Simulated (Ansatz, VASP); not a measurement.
**Bi in VASP and in Ansatz**

```
Bi
1.0
     3.21664    0.00000    0.00000
     0.00000    3.20002    0.00000
    -0.07991    0.00000    6.40064
Bi
2
Direct
  0.54425 0.00000 0.74958
  0.45575 0.00000 0.25042
```

Change from the starting cell: volume scaled by 0.98.

Alike in both runs: task single point; functional PBE; k mesh 8 × 8 × 4; occupations fermi-dirac, width 0.05 eV; no spin polarisation.

|  | VASP | Ansatz |
| --- | --- | --- |
| version | VASP 6.6.1 | Ansatz 0.2.0 |
| potentials or method | VASP PAW PBE potentials, release 64 (Bi_d), cutoff 520 eV | all-electron LAPW, scalar-relativistic |

VASP gave:

* gap on the k mesh at the Fermi level (eV): none
* pressure (GPa): 3.3
* traceless stress, the component that is largest in VASP (GPa): 0.64
* rms of the force components (eV/Å): 0.012

Problem. Which values does Ansatz return?

Solution. gap on the k mesh at the Fermi level (eV): none; pressure (GPa): 3.4; traceless stress, the component that is largest in VASP (GPa): 0.64; rms of the force components (eV/Å): 0.012.

Atom by atom the forces differ by 0.000 eV/Å (rms over components). A gap of «none» marks a metal or a gap that the smearing closes. Ansatz ran all-electron here, and VASP with PAW potentials.

Neither program's run includes spin-orbit coupling.
